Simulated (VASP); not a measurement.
Set up this calculation in VASP 6.6.1, as the native input.

- Task: single point
- Functional: PBEsol
- Potentials or basis: VASP PAW PBE potentials, release 64 (Ru_pv)
- Cutoff: 520 eV
- k mesh: 10 × 10 × 13
- Occupations: fermi-dirac, width 0.1 eV
- Spin: no spin polarisation
- Dipole correction: no
- Further INCAR settings: ALGO = Normal; EDIFF = 1e-06; NBANDS = 28

The structure of Ru lies in POSCAR:

```
Ru
1.0
    4.3863203316      0.0000000000      0.0000000000
   -2.1931601658      3.7986648363      0.0000000000
    0.0000000000      0.0000000000      2.7528206300
Ru
3
Direct
    0.0000000000      1.0000000000      0.0000000000
    0.3333333333      0.6666666667      0.5000000000
    0.6666666667      0.3333333333      0.5000000000
```

This cell differs from its parent crystal: volume scaled by 1.12.

These files were run (other wordings do the same):

INCAR

```
SYSTEM = Ru
PREC = Accurate
ENCUT = 520
EDIFF = 1E-6
ISMEAR = -1
SIGMA = 0.1
LREAL = .FALSE.
LASPH = .TRUE.
NELM = 60
ALGO = Normal
ISIF = 2
LWAVE = .FALSE.
LCHARG = .FALSE.
GGA = PS
NBANDS = 28
```

KPOINTS

```
regular mesh
0
G
  10 10 13
  0 0 0
```

Potentials or basis: VASP PAW PBE potentials, release 64 (Ru_pv).

Command:

```sh
$ cat potpaw_PBE.64/Ru_pv/POTCAR > POTCAR
$ mpirun -np 1 vasp_std > vasp.out
```

Results of the run:

```json
{"Pressure": "-28.1 GPa", "Band gap on the k mesh": "zero (band 21 reaches 11.69 eV, above the bottom of band 22 at 9.68 eV)"}
```

Caveat: the PAW data sets were made with another functional, which shifts forces and pressure a little.

Run time: 43 s on 1 thread of Intel(R) Xeon(R) 6975P-C (Granite Rapids), on a shared host, peak memory 0.22 GiB.
